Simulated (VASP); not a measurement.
Write the native input for VASP 6.6.1 that does the following.

```
Task                   : single point
Functional             : PBEsol
Potentials or basis    : VASP PAW PBE potentials, release 64 (Ti_sv, Se)
Cutoff                 : 520 eV
k mesh                 : 18 × 18 × 8
Occupations            : gaussian, width 0.1 eV
Spin                   : no spin polarisation
Dipole correction      : no
Further INCAR settings : ALGO = Normal; EDIFF = 1e-07; NBANDS = 26
```

The structure of TiSe lies in POSCAR:

```
TiSe
1.0
    3.0376925848      0.0000000000      0.0000000000
   -1.5188462924      2.6307189473      0.0000000000
    0.0000000000      0.0000000000      6.4879975117
Ti Se
2 2
Direct
    0.0000000000      0.0000000000      0.0000000000
    0.0000000000      0.0000000000      0.5000000000
    0.3333333333      0.6666666667      0.2500000000
    0.6666666667      0.3333333333      0.7500000000
```

These files were run (other wordings do the same):

INCAR

```
SYSTEM = TiSe
PREC = Accurate
ENCUT = 520
EDIFF = 1E-7
ISMEAR = 0
SIGMA = 0.1
LREAL = .FALSE.
LASPH = .TRUE.
NELM = 60
ALGO = Normal
ISIF = 2
LWAVE = .FALSE.
LCHARG = .FALSE.
GGA = PS
NBANDS = 26
```

KPOINTS

```
Automatic mesh
0
G
  18 18 8
  0 0 0
```

Potentials or basis: VASP PAW PBE potentials, release 64 (Ti_sv, Se).

The run is started by

```console
$ cat potpaw_PBE.64/Ti_sv/POTCAR potpaw_PBE.64/Se/POTCAR > POTCAR
$ mpirun -np 1 vasp_std > vasp.out
```

Results of the run:

The pressure is 50.7 GPa and the band gap on the k mesh is zero (bands 18 and 19 overlap by 0.47 eV).

Caveat: the cell stands under pressure; the PAW data sets were made with another functional, which shifts forces and pressure a little.

Wall time 79 s on 1 thread of Intel(R) Xeon(R) 6975P-C (Granite Rapids) (shared host), peak memory 0.33 GiB.
